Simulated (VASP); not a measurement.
Wanted: the native input for a VASP 6.6.1 run.

| Quantity | Value |
| --- | --- |
| Task | relaxation of cell and atoms |
| Functional | PBE |
| Potentials or basis | VASP PAW PBE potentials, release 64 (Mg, Be, Te) |
| Cutoff | 600 eV |
| k mesh | 3 × 3 × 6 |
| Occupations | gaussian, width 0.1 eV |
| Spin | no spin polarisation |
| Dipole correction | no |
| Further INCAR settings | ALGO = Normal; EDIFF = 1e-06; IBRION = 2; EDIFFG = -0.04; NSW = 90; ISIF = 3 |

The structure of MgBe2Te3 lies in POSCAR:

```
MgBe2Te3
1.0
    6.5104027400      0.0000000000      0.0000000000
   -3.2552013700      5.6381741600      0.0000000000
    0.0000000000      0.0000000000      3.5928086100
Mg Be Te
1 2 3
Direct
    0.0000000000      0.0000000000      0.0000000000
    0.3333333300      0.6666666700      0.0000000000
    0.6666666700      0.3333333300      0.0000000000
    0.5000000000      0.0000000000      0.5000000000
    0.5000000000      0.5000000000      0.5000000000
    0.0000000000      0.5000000000      0.5000000000
```

The cell was generated, and may not be a known phase.

These files were run (other wordings do the same):

INCAR

```
SYSTEM = MgBe2Te3
ALGO = Normal
EDIFF = 1E-6
EDIFFG = -0.04
ENCUT = 600
GGA = PE
IBRION = 2
ISIF = 3
ISMEAR = 0
LASPH = .TRUE.
LCHARG = .FALSE.
LREAL = .FALSE.
LWAVE = .FALSE.
NELM = 100
NSW = 90
PREC = Accurate
SIGMA = 0.1
```

KPOINTS

```
k-points
0
G
  3 3 6
  0 0 0
```

Potentials or basis: VASP PAW PBE potentials, release 64 (Mg, Be, Te).

Launch:

```sh
$ cat potpaw_PBE.64/Mg/POTCAR potpaw_PBE.64/Be/POTCAR potpaw_PBE.64/Te/POTCAR > POTCAR
$ mpirun -np 1 vasp_std > vasp.out
```

Results of the run:

```
Relaxed volume                        : 24.04 Å³/atom
Relaxed cell                          : a = 6.827 Å, b = 6.827 Å, c = 3.573 Å, α = 90.00°, β = 90.00°, γ = 120.00°
Space group after relaxing (to 0.1 Å) : P6/mmm (No. 191)
Energy gained by relaxing             : 38.2 meV/atom
Ionic steps                           : 5
Pressure after relaxing               : 0.1 GPa
Band gap on the k mesh                : zero (bands 12 and 13 overlap by 0.83 eV)
```

Caveat: the k points lie up to 0.35 Å⁻¹ apart in the final cell, too coarse for converged energies and pressures of a metal; spin-orbit coupling is left out, which moves the levels of the heavy elements.

Run time: 3.5 min on 1 thread of Intel Xeon 8259CL, with other jobs on the host, peak memory 0.31 GiB.
